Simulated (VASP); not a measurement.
## Ga2SnH6: relaxation of cell and atoms with PBE

The system is Ga2SnH6.

```
Ga Sn H
1.0
     0.00000    3.76577    3.76577
     3.76577    0.00000    3.76577
     3.76577    3.76577    0.00000
Ga Sn H
2 1 6
Cartesian
  5.6487 5.6487 5.6487
  1.8829 1.8829 1.8829
  0.0000 0.0000 0.0000
  0.0000 1.8829 1.8829
  1.8829 0.0000 1.8829
  1.8829 1.8829 0.0000
  3.7658 1.8829 1.8829
  1.8829 3.7658 1.8829
  1.8829 1.8829 3.7658
```

```
Program                : VASP 6.6.1
Task                   : relaxation of cell and atoms
Functional             : PBE
Potentials or basis    : VASP PAW PBE potentials, release 64 (Ga_d, Sn_d, H)
Cutoff                 : 600 eV
k mesh                 : 10 × 10 × 10
Occupations            : gaussian, width 0.1 eV
Spin                   : no spin polarisation
Dipole correction      : no
Further INCAR settings : ALGO = Normal; EDIFF = 1e-06; IBRION = 2; EDIFFG = -0.01; NSW = 100; ISIF = 3
```

```yaml
Relaxed_volume: 11.85 Å³/atom
Relaxed_cell: a = 5.323 Å, b = 5.323 Å, c = 5.323 Å, α = 60.00°, β = 60.00°, γ = 60.00°
Space_group_after_relaxing_to_0.05_Å: Fm-3m (No. 225)
Energy_gained_by_relaxing: 0.0 meV/atom
Ionic_steps: 2
Pressure_after_relaxing: 0.0 GPa
Band_gap_on_the_k_mesh: zero (band 23 reaches 6.11 eV, above the bottom of band 24 at 2.62 eV)
```

Final structure:
```xyz
9
Lattice="0.0000 3.7639 3.7639 3.7639 0.0000 3.7639 3.7639 3.7639 0.0000" Properties=species:S:1:pos:R:3 pbc="T T T"
Ga    5.6459    5.6459    5.6459
Ga    1.8820    1.8820    1.8820
Sn    3.7639    7.5278    3.7639
H     3.7639    5.6459    1.8820
H     5.6459    7.5278    5.6459
H     1.8820    5.6459    3.7639
H     3.7639    5.6459    5.6459
H     1.8820    3.7639    1.8820
H     5.6459    5.6459    3.7639
```

Levels at points of the mesh, in eV from the Fermi level:
```tsv
k point	band 20	band 21	band 22	band 23	band 24	band 25	band 26	band 27
(0.00, 0.00, 0.00)	-4.60	-4.49	-2.00	-2.00	-1.31	-1.31	-1.31	2.49
(0.50, 0.00, 0.00)	-4.81	-4.24	-4.24	-1.04	0.55	1.11	1.11	3.83
(0.50, 0.50, 0.00)	-6.29	-3.80	-1.70	2.18	2.18	2.29	2.30	2.61
```

Wall time 12 min on 1 thread of AMD EPYC 7571 (shared host), peak memory 0.4 GiB.

Caveat: spin-orbit coupling is left out, which moves the levels of the heavy elements.
